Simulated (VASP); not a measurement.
A run of VASP 6.6.1 is set up as follows.

The input INCAR:

```
PREC = Accurate
ENCUT = 520
EDIFF = 1E-7
ISMEAR = 0
SIGMA = 0.15
LREAL = False
LASPH = True
NELM = 80
ALGO = Normal
ISIF = 2
LWAVE = False
LCHARG = False
GGA = PE
IVDW = 12
NBANDS = 21
```

File KPOINTS:

```
Automatic mesh
0
Gamma
  21 21 6
```

The input POSCAR:

```
B2O
1.0
    2.6084149353      0.0000000000      0.0000000000
   -1.3042074676      2.2589535975      0.0000000000
    0.0000000000      0.0000000000     10.3233237893
B O
4 2
Direct
    0.0000000000      0.0000000000      0.4099026039
    0.0000000000      0.0000000000      0.5900973961
    0.6666666667      0.3333333333      0.0293462865
    0.3333333333      0.6666666667      0.9706537135
    0.6666666667      0.3333333333      0.3525784977
    0.3333333333      0.6666666667      0.6474215023
```

Potentials or basis: VASP PAW PBE potentials, release 64 (B, O).

The run is started by

```sh
$ cat potpaw_PBE.64/B/POTCAR potpaw_PBE.64/O/POTCAR > POTCAR
$ mpirun -np 1 vasp_std > vasp.out
```

Question: What does it give for the band gap on the k mesh?

Answer: Zero (band 12 reaches 6.63 eV, above the bottom of band 13 at 2.61 eV).

Question: Estimate the pressure.

Answer: -13.6 GPa.

Question: Predict the largest force.

Answer: 1.088 eV/Å.

Forces in eV/Å, atoms in the order of the input:
```
B    0.000  0.000  0.333
B    0.000  0.000 -0.333
B    0.000  0.000 -1.031
B    0.000  0.000  1.031
O    0.000  0.000  1.088
O    0.000  0.000 -1.088
```

Caveat: forces of over 1 eV/Å act on the atoms, so gaps and moduli don't describe the material at rest.
